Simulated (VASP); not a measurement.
Set up this calculation in VASP 6.6.1, as the native input.

```
Task                   : single point
Functional             : PBE
Potentials or basis    : VASP PAW PBE potentials, release 64 (Mg, Tl_d, F)
Cutoff                 : 520 eV
k mesh                 : 6 × 6 × 2
Occupations            : gaussian, width 0.1 eV
Spin                   : no spin polarisation
Dipole correction      : no
Further INCAR settings : ALGO = Normal; EDIFF = 1e-06; NBANDS = 30
```

The structure of MgTlF4 lies in POSCAR:

```
MgTlF4
1.0
    3.4723357800      0.0000000000      0.0000000000
   -1.7361678900      3.0071310000      0.0000000000
    0.0000000000      0.0000000000      7.5002452900
Mg Tl F
1 1 4
Direct
    0.0000000000      0.0000000000      0.0000000000
    0.0000000000      0.0000000000      0.5000000000
    0.3333333300      0.6666666700      0.2500000000
    0.3333333300      0.6666666700      0.7500000000
    0.6666666700      0.3333333300      0.2500000000
    0.6666666700      0.3333333300      0.7500000000
```

One way to write it, as run:

INCAR

```
SYSTEM = MgTlF4
PREC = Accurate
ENCUT = 520
EDIFF = 1E-6
ISMEAR = 0
SIGMA = 0.1
LREAL = .FALSE.
LASPH = .TRUE.
NELM = 80
ALGO = Normal
ISIF = 2
LWAVE = .FALSE.
LCHARG = .TRUE.
GGA = PE
LELF = .TRUE.
LVHAR = .TRUE.
NBANDS = 30
```

KPOINTS

```
Automatic mesh
0
G
  6 6 2
  0 0 0
```

Potentials or basis: VASP PAW PBE potentials, release 64 (Mg, Tl_d, F).

Launch:

```sh
$ cat potpaw_PBE.64/Mg/POTCAR potpaw_PBE.64/Tl_d/POTCAR potpaw_PBE.64/F/POTCAR > POTCAR
$ mpirun -np 1 vasp_std > vasp.out
```

Results of the run:

| Quantity | Value |
| --- | --- |
| Pressure | 15.7 GPa |
| Largest force | 2.133 eV/Å |

Caveat: the k points lie up to 0.42 Å⁻¹ apart; an odd number of electrons without spin polarisation forces a metal; a magnetic or distorted state may lie lower.

Run time: 20 s on 1 thread of Intel(R) Xeon(R) Platinum 8488C (Sapphire Rapids), on a shared host, peak memory 0.21 GiB.
